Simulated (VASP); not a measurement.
# BaRe (Pm-3m) in VASP: further runs

The runs below take BaRe through single point, with PBEsol.

All numbers are computed with VASP 6.6.1; they aren't measurements. Logs are shortened: lines on timing, memory, paths and dates and some standing lists are left out, and cuts for length are marked.

## (1) The cell of the first run

The structure is cubic, space group Pm-3m (No. 221). The conventional cell has a = 3.988 Å, b = 3.988 Å, c = 3.988 Å, α = 90.00°, β = 90.00°, γ = 90.00°. Within 4.5 Å of Ba (site symmetry m-3m) lie 8 Re at 3.45 Å and 6 Ba at 3.99 Å. Within 4.5 Å of Re (site symmetry m-3m) lie 8 Ba at 3.45 Å and 6 Re at 3.99 Å.

## (2) Single point, PBEsol

The input, INCAR:

```
SYSTEM = BaRe
ALGO = Normal ; EDIFF = 1E-7
ENCUT = 520 ; GGA = PS
ISIF = 2 ; ISMEAR = 0
LASPH = .TRUE. ; LCHARG = .FALSE.
LREAL = .FALSE. ; LWAVE = .FALSE.
NBANDS = 16 ; NELM = 100
PREC = Accurate ; SIGMA = 0.05
```

The input, KPOINTS:

```
k-points
0
G
  8 8 8
  0 0 0
```

The input, POSCAR:

```
BaRe
1.0
    3.9875865162      0.0000000000      0.0000000000
    0.0000000000      3.9875865162      0.0000000000
    0.0000000000      0.0000000000      3.9875865162
Ba Re
1 1
Direct
    0.0000000000      0.0000000000      0.0000000000
    0.5000000000      0.5000000000      0.5000000000
```

Potentials or basis: VASP PAW PBE potentials, release 64 (Ba_sv, Re).

Launch:

```sh
cat potpaw_PBE.64/Ba_sv/POTCAR potpaw_PBE.64/Re/POTCAR > POTCAR
mpirun -np 1 vasp_std > vasp.out
```

OUTCAR:

```text
SYSTEM = BaRe
   EDIFF = 1E-7
   ENCUT = 520
   GGA = PS
   ISIF = 2
   ISMEAR = 0
   LASPH = .TRUE.
   LREAL = .FALSE.
   NELM = 100
   PREC = Accurate

 ion  position               nearest neighbor table
   1  0.000  0.000  0.000-   2 3.45   2 3.45   2 3.45   2 3.45   2 3.45   2 3.45   2 3.45   2 3.45

   2  0.500  0.500  0.500-   1 3.45   1 3.45   1 3.45   1 3.45   1 3.45   1 3.45   1 3.45   1 3.45

  LATTYP: Found a simple cubic cell.
 ALAT       =     3.9875865162

  Lattice vectors:

 A1 = (   3.9875865162,   0.0000000000,   0.0000000000)
 A2 = (   0.0000000000,   3.9875865162,   0.0000000000)
 A3 = (   0.0000000000,   0.0000000000,   3.9875865162)

Analysis of symmetry for initial positions (statically):
=====================================================================
 Subroutine PRICEL returns:
 Original cell was already a primitive cell.

 Routine SETGRP: Setting up the symmetry group for a
 simple cubic supercell.

 Subroutine GETGRP returns: Found 48 space group operations
 (whereof 48 operations were pure point group operations)
 out of a pool of 48 trial point group operations.

The static configuration has the point symmetry O_h .

Analysis of symmetry for dynamics (positions and initial velocities):
=====================================================================
 Subroutine PRICEL returns:
 Original cell was already a primitive cell.

 Routine SETGRP: Setting up the symmetry group for a
 simple cubic supercell.

 Subroutine GETGRP returns: Found 48 space group operations
 (whereof 48 operations were pure point group operations)
 out of a pool of 48 trial point group operations.

The dynamic configuration has the point symmetry O_h .

 Subroutine INISYM returns: Found 48 space group operations
 (whereof 48 operations are pure point group operations),
 and found     1 'primitive' translations

----------------------------------------------------------------------------------------

                                     Primitive cell

  volume of cell :      63.4060

  direct lattice vectors                    reciprocal lattice vectors
     3.987586516  0.000000000  0.000000000     0.250778258  0.000000000  0.000000000
     0.000000000  3.987586516  0.000000000     0.000000000  0.250778258  0.000000000
     0.000000000  0.000000000  3.987586516     0.000000000  0.000000000  0.250778258

  length of vectors
     3.987586516  3.987586516  3.987586516     0.250778258  0.250778258  0.250778258

  position of ions in fractional coordinates (direct lattice)
     0.000000000  0.000000000  0.000000000
     0.500000000  0.500000000  0.500000000

  ion indices of the primitive-cell ions
   primitive index   ion index
                 1           1
                 2           2

----------------------------------------------------------------------------------------

 KPOINTS: k-points

Automatic generation of k-mesh.
 Grid dimensions read from file:
 generate k-points for:    8    8    8

 Generating k-lattice:

  Cartesian coordinates                     Fractional coordinates (reciprocal lattice)
     0.031347282  0.000000000  0.000000000     0.125000000  0.000000000  0.000000000
     0.000000000  0.031347282  0.000000000     0.000000000  0.125000000  0.000000000
     0.000000000  0.000000000  0.031347282     0.000000000  0.000000000  0.125000000

  Length of vectors
     0.031347282  0.031347282  0.031347282

  Shift w.r.t. Gamma in fractional coordinates (k-lattice)
     0.000000000  0.000000000  0.000000000

 Subroutine IBZKPT returns following result:
 ===========================================

 Found     35 irreducible k-points:

 Following reciprocal coordinates:
            Coordinates               Weight
  0.000000  0.000000  0.000000      1.000000
  0.125000  0.000000  0.000000      6.000000
  0.250000  0.000000  0.000000      6.000000
  0.375000  0.000000  0.000000      6.000000
  0.500000  0.000000  0.000000      3.000000
  0.125000  0.125000  0.000000     12.000000
[... 16 lines left out ...]
  0.375000  0.375000  0.125000     24.000000
  0.500000  0.375000  0.125000     24.000000
 [... further k-points ...]
   k-points           NKPTS =     35   k-points in BZ     NKDIM =     35   number of bands    NBANDS=     16
   number of dos      NEDOS =    301   number of ions     NIONS =      2
   total plane-waves  NPLWV =  27000
   dimension x,y,z NGX =    30 NGY =   30 NGZ =   30
   dimension x,y,z NGXF=    60 NGYF=   60 NGZF=   60
   ions per type =               1   1
   NGX,Y,Z   is equivalent  to a cutoff of  12.51, 12.51, 12.51 a.u.
   NGXF,Y,Z  is equivalent  to a cutoff of  25.01, 25.01, 25.01 a.u.
 SYSTEM =  BaRe
   PREC   = accura    normal or accurate (medium, high low for compatibility)
   ISTART =      0    job   : 0-new  1-cont  2-samecut
   ICHARG =      2    charge: 1-file 2-atom 10-const
   ISPIN  =      1    spin polarized calculation?
   LNONCOLLINEAR =      F non collinear calculations
   LSORBIT =      F    spin-orbit coupling
   LASPH  =      T    aspherical Exc in radial PAW
   ENCUT  =  520.0 eV  38.22 Ry    6.18 a.u.   7.41  7.41  7.41*2*pi/ulx,y,z
   NELM   =    100;   NELMIN=  2; NELMDL= -5     # of ELM steps
   EDIFF  = 0.1E-06   stopping-criterion for ELM
   LREAL  =      F    real-space projection
   EDIFFG = 0.1E-05   stopping-criterion for IOM
   NSW    =      0    number of steps for IOM
   IBRION =     -1    ionic relax: 0-MD 1-quasi-New 2-CG
   NFREE  =      0    steps in history (QN), initial steepest desc. (CG)
   ISIF   =      2    stress and relaxation
   ISYM   =      2    0-nonsym 1-usesym 2-fastsym
   POTIM  = 0.5000    time-step for ionic-motion
   TEBEG  =    0.0;   TEEND  =   0.0 temperature during run
   PSTRESS=    0.0 pullay stress
   NELECT =      17.0000    total number of electrons
   NUPDOWN=      -1.0000    fix difference up-down
   EMIN   =  10.00;   EMAX   =-10.00  energy-range for DOS
   EFERMI =   0.00;   METHOD = LEGACY
   ISMEAR =     0;   SIGMA  =   0.05  broadening in eV -4-tet -1-fermi 0-gaus
   EFERMI_NEDOS =   21; number of points for ismear=-14 and -15
   IALGO  =     38    algorithm
   IMIX   =      4    mixing-type and parameters
     AMIX     =   0.40;   BMIX     =  1.00
     AMIX_MAG =   1.60;   BMIX_MAG =  1.00
  volume/ion in A,a.u.               =      31.70       213.94
  Fermi-wavevector in a.u.,A,eV,Ry     =   1.055636  1.994864 15.161900  1.114368
  Thomas-Fermi vector in A             =   2.190842
   LORBIT       =      0    0 simple, 1 ext, 2 COOP (PROOUT), +10 PAW based schemes
   GGA     = PS    functional components
   LHFCALC =     F    Hartree Fock is set to
   AEXX    =    0.0000 exact exchange contribution
   IVDW    =     0    specifies the selected vdW correction
   LEPSILON=     F    determine dielectric tensor
   LRPA    =     F    only Hartree local field effects (RPA)
 non-spin polarized calculation
 Gauss-broadening in eV      SIGMA  =   0.05
  energy-cutoff  :      520.00
  volume of cell :       63.41
 maximum number of plane-waves:      1743
 NGX is ok and might be reduce to    30
   NGX = 15   NGY = 15   NGZ = 15

 number of electron      16.9999999 magnetization

 Free energy of the ion-electron system (eV)
  ---------------------------------------------------
  ext. energy  EPLUGINS =         0.00000000
  ---------------------------------------------------
  free energy    TOTEN  =       -10.85498815 eV

  energy without entropy =      -10.84519147  energy(sigma->0) =      -10.85008981

 E-fermi :   2.4339     XC(G=0):  -9.9538

 val. band max:        2.4293968388   @ k =   0.2500   0.2500   0.1250
 cond. band min:       2.4624276446   @ k =   0.2500   0.1250   0.0000
 fundamental gap:      0.0330308058
 Fermi energy:         2.4338741036

 k-point     1 :       0.0000    0.0000    0.0000
  band No.  band energies     occupation
      1     -24.3025      2.00000
      2      -9.2630      2.00000
      3      -9.2630      2.00000
      4      -9.2630      2.00000
      5      -1.7133      2.00000
      6       0.7094      2.00000
[... 8 lines left out ...]
     15       9.2742      0.00000
     16       9.8450      0.00000

 k-point     2 :       0.1250    0.0000    0.0000
  band No.  band energies     occupation
      1     -24.2930      2.00000
      2      -9.4092      2.00000
      3      -9.2556      2.00000
      4      -9.2556      2.00000
      5      -1.4417      2.00000
      6       0.7923      2.00000
[... 8 lines left out ...]
     15       8.5970      0.00000
     16       9.7114      0.00000

 k-point     3 :       0.2500    0.0000    0.0000
  band No.  band energies     occupation
      1     -24.2699      2.00000
      2      -9.7347      2.00000
      3      -9.2377      2.00000
      4      -9.2377      2.00000
      5      -0.7213      2.00000
      6       1.0170      2.00000
[... 8 lines left out ...]
     15       8.3515      0.00000
     16       9.3988      0.00000

 k-point     4 :       0.3750    0.0000    0.0000
  band No.  band energies     occupation
      1     -24.2466      2.00000
      2     -10.0296      2.00000
      3      -9.2197      2.00000
      4      -9.2197      2.00000
      5       0.2364      2.00000
      6       1.2930      2.00000
[... 8 lines left out ...]
     15       9.0971      0.00000
     16       9.4988      0.00000
[... 324 lines left out ...]
 k-point    22 :       0.5000    0.2500    0.1250
  band No.  band energies     occupation
      1     -24.2008      2.00000
      2     -10.0143      2.00000
      3      -9.5721      2.00000
      4      -9.2771      2.00000
      5       0.3808      2.00000
      6       1.4851      2.00000
[... 8 lines left out ...]
     15       8.8790      0.00000
     16      10.8133      0.00000

 k-point    23 :       0.3750    0.3750    0.1250
  band No.  band energies     occupation
      1     -24.1893      2.00000
      2      -9.8618      2.00000
      3      -9.8244      2.00000
      4      -9.2567      2.00000
      5       0.1065      2.00000
      6       1.3841      2.00000
[... 8 lines left out ...]
     15       8.8696      0.00000
     16      10.4586      0.00000

 k-point    24 :       0.5000    0.3750    0.1250
  band No.  band energies     occupation
      1     -24.1808      2.00000
      2      -9.9419      2.00000
      3      -9.8151      2.00000
      4      -9.2425      2.00000
      5       0.0029      2.00000
      6       1.3220      2.00000
[... 8 lines left out ...]
     15       9.1749      0.00000
     16      10.1591      0.00000

 [... further k-points ...]
[... 5 lines left out ...]
  --------------------------------------------------------------------------------------
  -------------------------------------------------------------------------------------
  Total       -3.3461475     -3.3461475     -3.3461475     -0.0000000     -0.0000000      0.0000000
  in kB      -84.5522777    -84.5522777    -84.5522777     -0.0000000     -0.0000000      0.0000000
  external PRESSURE =     -84.5522777 kB  Pullay stress =       0.0000000 kB

 VOLUME and BASIS-vectors are now :
 -----------------------------------------------------------------------------
  energy-cutoff  :      520.00
  volume of cell :       63.41
      direct lattice vectors                 reciprocal lattice vectors
     3.987586516  0.000000000  0.000000000     0.250778258  0.000000000  0.000000000
     0.000000000  3.987586516  0.000000000     0.000000000  0.250778258  0.000000000
     0.000000000  0.000000000  3.987586516     0.000000000  0.000000000  0.250778258

 POSITION                                       TOTAL-FORCE (eV/Angst)
 -----------------------------------------------------------------------------------
      0.00000      0.00000      0.00000         0.000000      0.000000      0.000000
      1.99379      1.99379      1.99379         0.000000      0.000000      0.000000
 -----------------------------------------------------------------------------------
    total drift:                                0.000000     -0.000000     -0.000000

  FREE ENERGIE OF THE ION-ELECTRON SYSTEM (eV)
  ---------------------------------------------------
  free  energy   TOTEN  =       -10.8549881466 eV

  energy  without entropy=      -10.8451914660  energy(sigma->0) =      -10.85008981
```

It took 14 s on 1 thread of Intel Xeon 6975P-C (Granite Rapids), shared host; peak memory 0.18 GiB.

Results:

| Item | Value |
| --- | --- |
| Free energy | -10.8550 eV |
| Pressure | -8.5 GPa |

Caveat: the PAW data sets were made with another functional, which shifts forces and pressure a little; spin-orbit coupling is left out, which moves the levels of the heavy elements.

## (3) Single point, PBEsol (volume scaled by 1.020)

The input, INCAR:

```
PREC = Accurate
ENCUT = 500
EDIFF = 1E-6
ISMEAR = 0
SIGMA = 0.05
LREAL = False
LASPH = True
NELM = 120
ALGO = Normal
ISIF = 2
LWAVE = False
LCHARG = False
GGA = PS
NBANDS = 20
GGA_COMPAT = False
```

The input, KPOINTS:

```
regular mesh
0
Gamma
  8 8 8
```

The input, POSCAR:

```
BaRe
1.0
    3.6392139076      0.0000000000      0.0000000000
    0.0000000000      3.6392139076      0.0000000000
    0.0000000000      0.0000000000      3.6392139076
Ba Re
1 1
Direct
    0.0000000000      0.0000000000      0.0000000000
    0.5000000000      0.5000000000      0.5000000000
```

Potentials or basis: VASP PAW PBE potentials, release 64 (Ba_sv, Re_sv_GW).

Launch:

```sh
cat potpaw_PBE.64/Ba_sv/POTCAR potpaw_PBE.64/Re_sv_GW/POTCAR > POTCAR
mpirun -np 1 vasp_std > vasp.out
```

OUTCAR:

```text
PREC = Accurate
   ENCUT = 500
   EDIFF = 1E-6
   ISMEAR = 0
   LREAL = False
   LASPH = True
   NELM = 120
   ISIF = 2
   GGA = PS

 ion  position               nearest neighbor table
   1  0.000  0.000  0.000-   2 3.15   2 3.15   2 3.15   2 3.15   2 3.15   2 3.15   2 3.15   2 3.15

   2  0.500  0.500  0.500-   1 3.15   1 3.15   1 3.15   1 3.15   1 3.15   1 3.15   1 3.15   1 3.15

  LATTYP: Found a simple cubic cell.
 ALAT       =     3.6392139076

  Lattice vectors:

 A1 = (   3.6392139076,   0.0000000000,   0.0000000000)
[... 190 lines left out ...]
      4     -35.2766      2.00000
      5     -20.8193      2.00000
      6      -5.4843      2.00000
[... 541 lines left out ...]
     19      14.2209      0.00000
     20      15.8497      0.00000

 [... further k-points ...]
[... 5 lines left out ...]
  --------------------------------------------------------------------------------------
  -------------------------------------------------------------------------------------
  Total        0.1821020      0.1821020      0.1821020      0.0000000      0.0000000      0.0000000
  in kB        6.0534451      6.0534451      6.0534451      0.0000000      0.0000000      0.0000000
  external PRESSURE =       6.0534451 kB  Pullay stress =       0.0000000 kB

 VOLUME and BASIS-vectors are now :
 -----------------------------------------------------------------------------
  energy-cutoff  :      500.00
  volume of cell :       48.20
      direct lattice vectors                 reciprocal lattice vectors
     3.639213908  0.000000000  0.000000000     0.274784617  0.000000000  0.000000000
     0.000000000  3.639213908  0.000000000     0.000000000  0.274784617  0.000000000
     0.000000000  0.000000000  3.639213908     0.000000000  0.000000000  0.274784617

 POSITION                                       TOTAL-FORCE (eV/Angst)
 -----------------------------------------------------------------------------------
      0.00000      0.00000      0.00000         0.000000      0.000000      0.000000
      1.81961      1.81961      1.81961         0.000000      0.000000      0.000000
 -----------------------------------------------------------------------------------
    total drift:                                0.000000      0.000000      0.000000

  FREE ENERGIE OF THE ION-ELECTRON SYSTEM (eV)
  ---------------------------------------------------
  free  energy   TOTEN  =       -12.9475323668 eV

  energy  without entropy=      -12.9400178041  energy(sigma->0) =      -12.94377509
```

OSZICAR:

```text
N       E                     dE             d eps       ncg     rms          rms(c)
DAV:   1     0.198374419621E+03    0.19837E+03   -0.14128E+04  1440   0.114E+03
DAV:   2    -0.479157573381E+01   -0.20317E+03   -0.19910E+03  1832   0.312E+02
DAV:   3    -0.157374513648E+02   -0.10946E+02   -0.10806E+02  1712   0.665E+01
DAV:   4    -0.159770155787E+02   -0.23956E+00   -0.23932E+00  1696   0.994E+00
[... 15 lines left out ...]
DAV:  20    -0.129476066457E+02   -0.15573E-04   -0.44346E-05  1440   0.585E-02    0.576E+00
DAV:  21    -0.129475505991E+02    0.56047E-04   -0.11222E-04  1432   0.736E-02    0.229E+00
DAV:  22    -0.129475354482E+02    0.15151E-04   -0.34963E-05  1548   0.393E-02    0.799E-01
DAV:  23    -0.129475329165E+02    0.25317E-05   -0.35574E-06  1432   0.121E-02    0.308E-01
DAV:  24    -0.129475323668E+02    0.54966E-06   -0.24357E-07   736   0.327E-03
   1 F= -.12947532E+02 E0= -.12943775E+02  d E =-.751456E-02
```

stdout:

```text
POSCAR found type information on POSCAR BaRe
 POSCAR found :  2 types and       2 ions
 scaLAPACK will be used
 -----------------------------------------------------------------------------
|                                                                             |
|                                                                             |
|     You enforced a specific xc type in the INCAR file but a different       |
|     I HOPE YOU KNOW WHAT YOU ARE DOING!                                     |
|                                                                             |
 -----------------------------------------------------------------------------

 LDA part: xc-table for (Slater+PW92), standard interpolation
 POSCAR, INCAR and KPOINTS ok, starting setup
 FFT: planning ... GRIDC
 FFT: planning ... GRID_SOFT
 FFT: planning ... GRID
 WAVECAR not read
 entering main loop
```

It took 37 s on 1 thread of Intel Xeon Platinum 8375C at 2.90GHz (Ice Lake), shared host; peak memory 0.18 GiB.

What came out:

```yaml
Free_energy: -12.9475 eV
Pressure: 0.6 GPa
```

Caveat: the PAW data sets were made with another functional, which shifts forces and pressure a little; spin-orbit coupling is left out, which moves the levels of the heavy elements.

## (4) Single point, PBEsol (volume scaled by 0.980)

The input, INCAR:

```
ALGO = Normal
EDIFF = 1E-6
ENCUT = 500
GGA = PS
GGA_COMPAT = F
ISIF = 2
ISMEAR = 0
LASPH = T
LCHARG = F
LREAL = F
LWAVE = F
NBANDS = 20
NELM = 120
PREC = Accurate
SIGMA = 0.05
```

The input, KPOINTS:

```
k-points
0
Gamma
  8 8 8
```

The input, POSCAR:

```
BaRe
1.0
    3.5910067227      0.0000000000      0.0000000000
    0.0000000000      3.5910067227      0.0000000000
    0.0000000000      0.0000000000      3.5910067227
Ba Re
1 1
Direct
    0.0000000000      0.0000000000      0.0000000000
    0.5000000000      0.5000000000      0.5000000000
```

Launch:

```sh
cat potpaw_PBE.64/Ba_sv/POTCAR potpaw_PBE.64/Re_sv_GW/POTCAR > POTCAR
mpirun -np 1 vasp_std > vasp.out
```

Run time: 22 s. Hardware: 1 thread of Intel Xeon 6975P-C (Granite Rapids), shared host; peak memory 0.18 GiB.

Results (log left out):

```
Free energy : -12.9154 eV
Pressure    : 3.5 GPa
```

Levels at points of the mesh, in eV from the Fermi level:
```tsv
k point	band 10	band 11	band 12	band 13	band 14	band 15
(0.00, 0.00, 0.00)	-3.09	-3.09	-0.14	-0.14	-0.14	4.35
(0.50, 0.00, 0.00)	-0.85	-0.39	0.19	0.19	0.29	1.50
(0.50, 0.50, 0.00)	-2.06	-1.43	-1.43	1.24	1.26	4.30
(0.50, 0.50, 0.50)	-0.49	-0.49	0.28	0.28	0.28	1.32
```

Caveat: the PAW data sets were made with another functional, which shifts forces and pressure a little; spin-orbit coupling is left out, which moves the levels of the heavy elements.

## (5) The runs side by side

```tsv
potentials or basis	cell	cutoff (eV)	second run	gap on the mesh (eV)	pressure (GPa)
VASP PAW PBE potentials, release 64 (Ba_sv, Re)	a = 3.988 Å, 2 atoms	520	-	none	-8.5
VASP PAW PBE potentials, release 64 (Ba_sv, Re_sv_GW)	a = 3.639 Å, 2 atoms	500	valence_matched	none	0.6
VASP PAW PBE potentials, release 64 (Ba_sv, Re_sv_GW)	a = 3.591 Å, 2 atoms	500	valence_matched	none	3.5
```

Alike in all rows: task single point; level PBEsol; no spin polarisation; k mesh 8 × 8 × 8; smearing gaussian 0.05 eV.

Caveats: the PAW data sets were made with another functional, which shifts forces and pressure a little; spin-orbit coupling is left out, which moves the levels of the heavy elements.

Absolute energies hang on the potentials; compare differences alone.
